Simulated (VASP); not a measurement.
Write the native input for VASP 6.6.1 that does the following.

```
Task                   : single point
Functional             : PBEsol
Potentials or basis    : VASP PAW PBE potentials, release 64 (Al, Ga_d, As)
Cutoff                 : 520 eV
k mesh                 : 1 × 1 × 1, shifted
Occupations            : fermi-dirac, width 0.05 eV
Spin                   : no spin polarisation
Dipole correction      : no
Further INCAR settings : LREAL = Auto; ALGO = Normal; EDIFF = 1e-06; NBANDS = 346
```

The structure of Al15GaAs16 lies in POSCAR:

```
Al15GaAs16
1.0
    0.0000000000     11.3471918102     11.3471918102
   11.3471918102      0.0000000000     11.3471918102
   11.3471918102     11.3471918102      0.0000000000
Al Ga As
60 4 64
Direct
    0.0000610000      0.9998260000      0.9999550000
    0.5000270000      0.9998810000      0.9999180000
    0.0000840000      0.4996900000      0.0003330000
    0.0001010000      0.9999830000      0.4997960000
    0.2504840000      0.2496100000      0.2497060000
    0.5000550000      0.4996850000      0.0001430000
    0.4999130000      0.9999690000      0.4999350000
    0.7503860000      0.2497350000      0.2497000000
    0.9999130000      0.4997100000      0.5001710000
    0.2500690000      0.7498210000      0.2500870000
    0.2499380000      0.2500870000      0.7498950000
    0.5001030000      0.4999030000      0.4999100000
    0.7500620000      0.7500400000      0.2498580000
    0.7499920000      0.2498560000      0.7499700000
    0.7502460000      0.7497720000      0.7499150000
    0.0000160000      0.0001570000      0.2496820000
    0.2499460000      0.2498850000      0.0000110000
    0.4998730000      0.0002040000      0.2497320000
    0.7498930000      0.2499490000      0.0000290000
    0.0000120000      0.5000020000      0.2499700000
    0.2500560000      0.7497620000      0.0001200000
    0.0002890000      0.9997860000      0.7499430000
    0.2501710000      0.2498290000      0.4998390000
    0.4999400000      0.5002190000      0.2497780000
    0.7501350000      0.7499520000      0.9998220000
    0.5000850000      0.0000090000      0.7498410000
    0.7501920000      0.2498390000      0.4998150000
    0.2499870000      0.7497310000      0.5000940000
    0.5000570000      0.5001620000      0.7498830000
    0.7500390000      0.7500410000      0.4997860000
    0.9999590000      0.2500270000      0.9998930000
    0.2499630000      0.0000180000      0.2499050000
    0.4999480000      0.2498660000      0.0001020000
    0.7499630000      0.0001570000      0.2497330000
    0.0002280000      0.7499100000      0.9998080000
    0.9999810000      0.2497130000      0.5000740000
    0.2503670000      0.4997100000      0.2498600000
    0.5001170000      0.7498940000      0.9999250000
    0.2500040000      0.0000770000      0.7499330000
    0.4999820000      0.2498360000      0.5000380000
    0.7502680000      0.5000020000      0.2497100000
    0.7500440000      0.9999610000      0.7499220000
    0.9999770000      0.7496900000      0.5000880000
    0.2501520000      0.4999920000      0.7496480000
    0.4999160000      0.7499430000      0.5000810000
    0.7502860000      0.4998020000      0.7496900000
    0.2500730000      0.9999160000      0.9999950000
    0.7500370000      0.9999510000      0.9998980000
    0.2500780000      0.4999810000      0.9998970000
    0.2500130000      0.9997340000      0.5001870000
    0.7502250000      0.4998910000      0.9997820000
    0.7500660000      0.9999430000      0.4999000000
    0.0001470000      0.7498720000      0.2499860000
    0.9999000000      0.2501220000      0.7498810000
    0.2498940000      0.4997830000      0.5001340000
    0.5000860000      0.7499640000      0.2499450000
    0.5000450000      0.2499760000      0.7499790000
    0.7500110000      0.4998820000      0.4999050000
    0.0003260000      0.7498890000      0.7496330000
    0.5003150000      0.7497930000      0.7498960000
    0.2504820000      0.7499380000      0.7502570000
    0.0001900000      0.5002690000      0.7502120000
    0.0000320000      0.2502210000      0.2502830000
    0.5004120000      0.2498510000      0.2503300000
    0.0626560000      0.0625420000      0.0622370000
    0.5625840000      0.0624700000      0.0623520000
    0.0627050000      0.5624840000      0.0625910000
    0.0626140000      0.0623420000      0.5625090000
    0.3129380000      0.3121950000      0.3123360000
    0.5627180000      0.5624630000      0.0623020000
    0.5626130000      0.0624390000      0.5623870000
    0.8124880000      0.3125380000      0.3124010000
    0.0623710000      0.5621920000      0.5628210000
    0.3125830000      0.8125080000      0.3125910000
    0.3125430000      0.3125100000      0.8125140000
    0.5625840000      0.5624900000      0.5624520000
    0.8126160000      0.8126310000      0.3123330000
    0.8124510000      0.3124300000      0.8125140000
    0.3128610000      0.8125930000      0.8126610000
    0.8127830000      0.8125010000      0.8123360000
    0.0624430000      0.0627200000      0.3122660000
    0.3125230000      0.3124970000      0.0623260000
    0.5625050000      0.0624070000      0.3124550000
    0.8126210000      0.3125140000      0.0623570000
    0.0628830000      0.5622550000      0.3126530000
    0.3126420000      0.8124440000      0.0625680000
    0.0626150000      0.0625270000      0.8125340000
    0.3125660000      0.3123560000      0.5625160000
    0.5627500000      0.5624170000      0.3124850000
    0.8127310000      0.8124890000      0.0623350000
    0.5625880000      0.0624800000      0.8124910000
    0.8125700000      0.3124080000      0.5624710000
    0.0628140000      0.5624550000      0.8128230000
    0.3123940000      0.8122330000      0.5627650000
    0.5627740000      0.5623330000      0.8126440000
    0.8125680000      0.8124720000      0.5624740000
    0.0624530000      0.3121930000      0.0627990000
    0.3124880000      0.0622750000      0.3126600000
    0.5623860000      0.3122100000      0.0628920000
    0.8125900000      0.0623880000      0.3124530000
    0.0626350000      0.8123420000      0.0625170000
    0.0626890000      0.3123340000      0.5623760000
    0.3124520000      0.5623890000      0.3126480000
    0.5626740000      0.8124390000      0.0624840000
    0.3125820000      0.0625180000      0.8125780000
    0.5626850000      0.3124380000      0.5624530000
    0.8126080000      0.5625120000      0.3124470000
    0.8127740000      0.0623320000      0.8124480000
    0.0626160000      0.8124880000      0.5622380000
    0.3125300000      0.5625040000      0.8124200000
    0.5625960000      0.8124890000      0.5624260000
    0.8127880000      0.5622900000      0.8122890000
    0.3126130000      0.0624640000      0.0625120000
    0.8126460000      0.0625100000      0.0623510000
    0.0628990000      0.3125490000      0.3126150000
    0.3126730000      0.5623620000      0.0625010000
    0.3125150000      0.0624070000      0.5625690000
    0.5628130000      0.3127180000      0.3125980000
    0.8126460000      0.5625470000      0.0623220000
    0.8126520000      0.0624380000      0.5624680000
    0.0626200000      0.8125220000      0.3126040000
    0.0624320000      0.3128450000      0.8123080000
    0.3126800000      0.5623710000      0.5623280000
    0.5625150000      0.8126280000      0.3125250000
    0.5625000000      0.3126380000      0.8125460000
    0.8125310000      0.5625570000      0.5622970000
    0.0629870000      0.8122400000      0.8122860000
    0.5627070000      0.8124990000      0.8124760000
```

The input as run:

INCAR

```
SYSTEM = Al15GaAs16
PREC = Accurate
ENCUT = 520
EDIFF = 1E-6
ISMEAR = -1
SIGMA = 0.05
LREAL = Auto
LASPH = .TRUE.
NELM = 60
ALGO = Normal
ISIF = 2
LWAVE = .FALSE.
LCHARG = .TRUE.
GGA = PS
LELF = .TRUE.
LVHAR = .TRUE.
NBANDS = 346
LUSENCCL = .FALSE.
```

KPOINTS

```
Automatic mesh
0
Gamma
  1 1 1
  0.5 0.5 0.5
```

Potentials or basis: VASP PAW PBE potentials, release 64 (Al, Ga_d, As).

The run is started by

```console
$ cat potpaw_PBE.64/Al/POTCAR potpaw_PBE.64/Ga_d/POTCAR potpaw_PBE.64/As/POTCAR > POTCAR
$ mpirun -np 1 vasp_std > vasp.out
```

It gave:

```json
{
  "Pressure": "0.3 GPa",
  "Largest force": "0.036 eV/Å",
  "Band gap on the k mesh": "1.88 eV"
}
```

Caveat: the PAW data sets were made with another functional, which shifts forces and pressure a little; a shifted mesh leaves out Γ, where band edges can lie.

Run time: 7.7 min on 1 × NVIDIA H100 80GB with 1 thread of AMD EPYC 7R13 Processor (Zen 3), with other jobs on the host, peak memory 4.5 GiB.
